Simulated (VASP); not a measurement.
# BaY3Si (P-6m2) in VASP: notebook

The runs below take BaY3Si through single point, relaxation of cell and atoms, with PBE.

All numbers are computed with VASP 6.6.1; they aren't measurements. Logs are shortened: lines on timing, memory, paths and dates and some standing lists are left out, and cuts for length are marked.

## Step 1: The cell of the first run

Symmetry: P-6m2, No. 187, hexagonal system. The conventional cell has a = 4.350 Å, b = 4.350 Å, c = 8.356 Å, α = 90.00°, β = 90.00°, γ = 120.00°. Within 3.3 Å of Ba (site symmetry -6m2) lie 5 Y at 2.51 to 2.67 Å. Within 3.3 Å of Y (site symmetry -6m2) lie 3 Ba at 2.51 Å. Within 3.5 Å of Y (site symmetry 3m) lie 1 Ba at 2.67 Å and 3 Si at 2.93 Å and 1 Y at 3.02 Å. Si (site symmetry -6m2) has 6 Y at 2.93 Å within 3.9 Å.

The cell was built from a structure type or drawn by symmetry, and may not be a known phase.

## Step 2: Single point, PBE

The input, INCAR:

```
PREC     = Accurate       # precision mode
ENCUT    = 520            # plane-wave cutoff, eV
EDIFF    = 1E-7           # SCF threshold, eV
ISMEAR   = 0              # smearing method
SIGMA    = 0.1            # smearing width, eV
LREAL    = F              # projectors in reciprocal space
LASPH    = T              # aspherical terms in the spheres
NELM     = 60             # most SCF steps
ALGO     = Normal         # electronic algorithm
ISIF     = 2              # what is computed and relaxed
LWAVE    = F              # write WAVECAR
LCHARG   = F              # write CHGCAR
GGA      = PE             # functional
NBANDS   = 32             # bands
```

The input, KPOINTS:

```
Automatic mesh
0
Gamma
  6 6 2
```

The input, POSCAR:

```
BaY3Si
1.0
    4.3502217400      0.0000000000      0.0000000000
   -2.1751108700      3.7674025400      0.0000000000
    0.0000000000      0.0000000000      8.3562459100
Ba Y Si
1 3 1
Direct
    0.6666666700      0.3333333300      0.5000000000
    0.3333333300      0.6666666700      0.5000000000
    0.6666666700      0.3333333300      0.1809672000
    0.6666666700      0.3333333300      0.8190328000
    0.3333333300      0.6666666700      0.0000000000
```

Potentials or basis: VASP PAW PBE potentials, release 64 (Ba_sv, Y_sv, Si).

The run is started by

```bash
$ cat potpaw_PBE.64/Ba_sv/POTCAR potpaw_PBE.64/Y_sv/POTCAR potpaw_PBE.64/Si/POTCAR > POTCAR
$ mpirun -np 1 vasp_std > vasp.out
```

OUTCAR:

```text
PREC = Accurate
   ENCUT = 520
   EDIFF = 1E-7
   ISMEAR = 0
   LREAL = F
   LASPH = T
   NELM = 60
   ISIF = 2
   GGA = PE

 ion  position               nearest neighbor table
   1  0.667  0.333  0.500-   2 2.51   2 2.51   2 2.51   4 2.67   3 2.67
   2  0.333  0.667  0.500-   1 2.51   1 2.51   1 2.51   3 3.66   4 3.66   3 3.66   4 3.66   4 3.66
                             3 3.66
   3  0.667  0.333  0.181-   1 2.67   5 2.93   5 2.93   5 2.93   4 3.02   2 3.66   2 3.66   2 3.66

   4  0.667  0.333  0.819-   1 2.67   5 2.93   5 2.93   5 2.93   3 3.02   2 3.66   2 3.66   2 3.66

   5  0.333  0.667  0.000-   3 2.93   4 2.93   3 2.93   4 2.93   3 2.93   4 2.93

  LATTYP: Found a hexagonal cell.
 ALAT       =     4.3502217400
 C/A-ratio  =     1.9208781551

  Lattice vectors:

 A1 = (   4.3502217400,   0.0000000000,   0.0000000000)
 A2 = (  -2.1751108700,   3.7674025400,   0.0000000000)
 A3 = (   0.0000000000,   0.0000000000,   8.3562459100)

Analysis of symmetry for initial positions (statically):
=====================================================================
 Subroutine PRICEL returns:
 Original cell was already a primitive cell.

 Routine SETGRP: Setting up the symmetry group for a
 hexagonal supercell.

 Subroutine GETGRP returns: Found 12 space group operations
 (whereof 12 operations were pure point group operations)
 out of a pool of 24 trial point group operations.

The static configuration has the point symmetry D_3h.

Analysis of symmetry for dynamics (positions and initial velocities):
=====================================================================
 Subroutine PRICEL returns:
 Original cell was already a primitive cell.

 Routine SETGRP: Setting up the symmetry group for a
 hexagonal supercell.

 Subroutine GETGRP returns: Found 12 space group operations
 (whereof 12 operations were pure point group operations)
 out of a pool of 24 trial point group operations.

The dynamic configuration has the point symmetry D_3h.

 Subroutine INISYM returns: Found 12 space group operations
 (whereof 12 operations are pure point group operations),
 and found     1 'primitive' translations

----------------------------------------------------------------------------------------

                                     Primitive cell
[... 83 lines left out ...]
   LASPH  =      T    aspherical Exc in radial PAW
   ENCUT  =  520.0 eV  38.22 Ry    6.18 a.u.   8.09  8.09 15.54*2*pi/ulx,y,z
   NELM   =     60;   NELMIN=  2; NELMDL= -5     # of ELM steps
   EDIFF  = 0.1E-06   stopping-criterion for ELM
   LREAL  =      F    real-space projection
   EDIFFG = 0.1E-05   stopping-criterion for IOM
   NSW    =      0    number of steps for IOM
   IBRION =     -1    ionic relax: 0-MD 1-quasi-New 2-CG
   NFREE  =      0    steps in history (QN), initial steepest desc. (CG)
   ISIF   =      2    stress and relaxation
   ISYM   =      2    0-nonsym 1-usesym 2-fastsym
   POTIM  = 0.5000    time-step for ionic-motion
   TEBEG  =    0.0;   TEEND  =   0.0 temperature during run
   PSTRESS=    0.0 pullay stress
   NELECT =      47.0000    total number of electrons
   NUPDOWN=      -1.0000    fix difference up-down
   EMIN   =  10.00;   EMAX   =-10.00  energy-range for DOS
   EFERMI =   0.00;   METHOD = LEGACY
   ISMEAR =     0;   SIGMA  =   0.10  broadening in eV -4-tet -1-fermi 0-gaus
   EFERMI_NEDOS =   21; number of points for ismear=-14 and -15
   IALGO  =     38    algorithm
   IMIX   =      4    mixing-type and parameters
     AMIX     =   0.40;   BMIX     =  1.00
     AMIX_MAG =   1.60;   BMIX_MAG =  1.00
  volume/ion in A,a.u.               =      27.39       184.84
  Fermi-wavevector in a.u.,A,eV,Ry     =   1.146179  2.165965 17.874342  1.313727
  Thomas-Fermi vector in A             =   2.282865
   LORBIT       =      0    0 simple, 1 ext, 2 COOP (PROOUT), +10 PAW based schemes
   GGA     = PE    functional components
   LHFCALC =     F    Hartree Fock is set to
   AEXX    =    0.0000 exact exchange contribution
   IVDW    =     0    specifies the selected vdW correction
   LEPSILON=     F    determine dielectric tensor
   LRPA    =     F    only Hartree local field effects (RPA)
 non-spin polarized calculation
 Gauss-broadening in eV      SIGMA  =   0.10
  energy-cutoff  :      520.00
  volume of cell :      136.95
 maximum number of plane-waves:      3708
   NGX = 17   NGY = 17   NGZ = 31

 number of electron      47.0000000 magnetization

 Free energy of the ion-electron system (eV)
  ---------------------------------------------------
  ext. energy  EPLUGINS =         0.00000000
  ---------------------------------------------------
  free energy    TOTEN  =       -20.18229304 eV

  energy without entropy =      -20.17448988  energy(sigma->0) =      -20.17839146

 E-fermi :   3.7448     XC(G=0):  -9.7207

 val. band max:        3.6544090180   @ k =   0.1667   0.0000   0.5000
 cond. band min:       3.7601712121   @ k =   0.3333   0.0000   0.0000
 fundamental gap:      0.1057621940
 Fermi energy:         3.7448149245

 k-point     1 :       0.0000    0.0000    0.0000
  band No.  band energies     occupation
      1     -38.7570      2.00000
      2     -38.6787      2.00000
      3     -38.6287      2.00000
      4     -24.7474      2.00000
      5     -19.6343      2.00000
      6     -19.6343      2.00000
[... 479 lines left out ...]
     31       6.7704      0.00000
     32       6.8514      0.00000

------------------------ aborting loop because EDIFF is reached ----------------------------------------

  FORCE on cell =-STRESS in cart. coord.  units (eV):
  Direction    XX          YY          ZZ          XY          YZ          ZX
  --------------------------------------------------------------------------------------
  -------------------------------------------------------------------------------------
  Total       14.8463354     14.8463355     12.0569478      0.0000000     -0.0000000      0.0000000
  in kB      173.6861621    173.6861622    141.0533261      0.0000000     -0.0000000      0.0000000
  external PRESSURE =     162.8085501 kB  Pullay stress =       0.0000000 kB

 VOLUME and BASIS-vectors are now :
 -----------------------------------------------------------------------------
  energy-cutoff  :      520.00
  volume of cell :      136.95
      direct lattice vectors                 reciprocal lattice vectors
     4.350221740  0.000000000  0.000000000     0.229873340  0.132717435  0.000000000
    -2.175110870  3.767402540  0.000000000     0.000000000  0.265434869  0.000000000
     0.000000000  0.000000000  8.356245910     0.000000000  0.000000000  0.119670964

 POSITION                                       TOTAL-FORCE (eV/Angst)
 -----------------------------------------------------------------------------------
      2.17511      1.25580      4.17812         0.000000     -0.000000      0.000000
     -0.00000      2.51160      4.17812        -0.000000      0.000000      0.000000
      2.17511      1.25580      1.51221        -0.000000      0.000000     -1.710045
      2.17511      1.25580      6.84404        -0.000000      0.000000      1.710045
     -0.00000      2.51160      0.00000         0.000000      0.000000      0.000000
 -----------------------------------------------------------------------------------
    total drift:                               -0.000031      0.000018     -0.000000

  FREE ENERGIE OF THE ION-ELECTRON SYSTEM (eV)
  ---------------------------------------------------
  free  energy   TOTEN  =       -20.1822930366 eV

  energy  without entropy=      -20.1744898814  energy(sigma->0) =      -20.17839146
```

OSZICAR:

```text
N       E                     dE             d eps       ncg     rms          rms(c)
DAV:   1     0.308916550905E+03    0.30892E+03   -0.22594E+04   904   0.138E+03
DAV:   2     0.442014239068E+01   -0.30450E+03   -0.29187E+03  1080   0.344E+02
DAV:   3    -0.215829070877E+02   -0.26003E+02   -0.25090E+02  1472   0.704E+01
DAV:   4    -0.233065424612E+02   -0.17236E+01   -0.17046E+01  1392   0.169E+01
DAV:   5    -0.233584549268E+02   -0.51912E-01   -0.51889E-01  1312   0.257E+00    0.538E+01
DAV:   6    -0.207800486759E+02    0.25784E+01   -0.16950E+01  1056   0.132E+01    0.340E+01
DAV:   7    -0.203117582450E+02    0.46829E+00   -0.52712E+00  1072   0.992E+00    0.167E+01
DAV:   8    -0.202068930808E+02    0.10487E+00   -0.13330E+00  1296   0.498E+00    0.284E+00
DAV:   9    -0.201835724308E+02    0.23321E-01   -0.17016E-01  1136   0.168E+00    0.127E+00
DAV:  10    -0.201825237599E+02    0.10487E-02   -0.22467E-02  1224   0.771E-01    0.300E-01
DAV:  11    -0.201822624349E+02    0.26133E-03   -0.31229E-03  1136   0.240E-01    0.154E-01
DAV:  12    -0.201822899094E+02   -0.27475E-04   -0.49686E-04  1288   0.122E-01    0.536E-02
DAV:  13    -0.201822929096E+02   -0.30002E-05   -0.45276E-05  1320   0.292E-02    0.353E-02
DAV:  14    -0.201822921961E+02    0.71348E-06   -0.90704E-06  1120   0.184E-02    0.661E-03
DAV:  15    -0.201822930603E+02   -0.86419E-06   -0.14213E-06  1096   0.644E-03    0.276E-03
DAV:  16    -0.201822930366E+02    0.23684E-07   -0.49663E-07  1072   0.386E-03
   1 F= -.20182293E+02 E0= -.20178391E+02  d E =-.780316E-02
```

Wall time 45 s (1 thread of AMD EPYC 9R45 (Zen 5), shared host); peak memory 0.25 GiB.

What came out:

* Free energy: -20.1823 eV
* Pressure: 16.3 GPa
* Largest force: 1.710 eV/Å
* Band gap on the k mesh: zero (an odd number of electrons rules out a gap without spin polarisation)

Forces in eV/Å, atoms in the order of the input:
```
Ba   0.000  0.000  0.000
Y    0.000  0.000  0.000
Y    0.000  0.000 -1.710
Y    0.000  0.000  1.710
Si   0.000  0.000  0.000
```

Caveat: the k points lie up to 0.38 Å⁻¹ apart, too coarse for converged energies and pressures of a metal; spin-orbit coupling is left out, which moves the levels of the heavy elements; forces of over 1 eV/Å act on the atoms, so gaps and moduli don't describe the material at rest.

(Part 1 of 2 ends here.)
